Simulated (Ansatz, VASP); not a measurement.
# AlAs: VASP beside Ansatz

INCAR

```
PREC = Accurate
ENCUT = 500
EDIFF = 1E-6
ISMEAR = -1
SIGMA = 0.05
LREAL = F
LASPH = T
NELM = 120
ALGO = Normal
ISIF = 2
LWAVE = F
LCHARG = T
GGA = PS
LELF = T
LVHAR = T
NBANDS = 11
GGA_COMPAT = F
```

Contents of KPOINTS:

```
regular mesh
0
Gamma
  10 10 10
```

File POSCAR:

```
AlAs
1.0
    0.0000000000      2.8114034545      2.8114034545
    2.8114034545      0.0000000000      2.8114034545
    2.8114034545      2.8114034545      0.0000000000
Al As
1 1
Direct
    0.0000000000      0.0000000000      0.0000000000
    0.7500000000      0.7500000000      0.7500000000
```

Input for Ansatz:

```yaml
crystal:
  lattice:
    - [0.0, 2.8114034545, 2.8114034545]
    - [2.8114034545, 0.0, 2.8114034545]
    - [2.8114034545, 2.8114034545, 0.0]
  atoms:
    - { symbol: Al, position: [0.0, 0.0, 0.0] }
    - { symbol: As, position: [0.75, 0.75, 0.75] }
kpoints:
  mp_grid: { grid: [10, 10, 10] }
  band_path:
    path:
      - [0.0, 0.0, 0.0]
      - [-0.5, -0.5, 0.0]
      - [-0.375, -0.375, 0.25]
      - [-0.375, 0.0, 0.375]
      - [0.0, 0.0, 0.0]
      - [0.0, 0.0, 0.5]
      - [-0.5, -0.25, 0.25]
      - [-0.5, -0.5, 0.0]
    npoints: 5
scf:
  occupations: { method: fermi_dirac, width: 0.05 }
hamiltonian:
  xc: pbesol
  pseudopotentials: { kind: all_electron, lapw: { basis_error: 0.0005 } }
output:
  forces: true
  stress: true
  eigenvalues: true
```

Change from the starting cell: volume scaled by 0.98.

Alike in both runs: task single point; functional PBEsol; k mesh 10 × 10 × 10; occupations fermi-dirac, width 0.05 eV; no spin polarisation.

```csv
,VASP,Ansatz
version,VASP 6.6.1,Ansatz 0.2.0
potentials or method,"VASP PAW PBE potentials, release 64 (Al, As), cutoff 500 eV","all-electron LAPW, scalar-relativistic"
```

Ansatz gave:

- pressure (GPa): 2.1

Q: What did VASP give for the same quantities?

A: Pressure (GPa): 2.4.

VASP's potentials were made for PBE, not for PBEsol. Ansatz ran all-electron here, and VASP with PAW potentials.
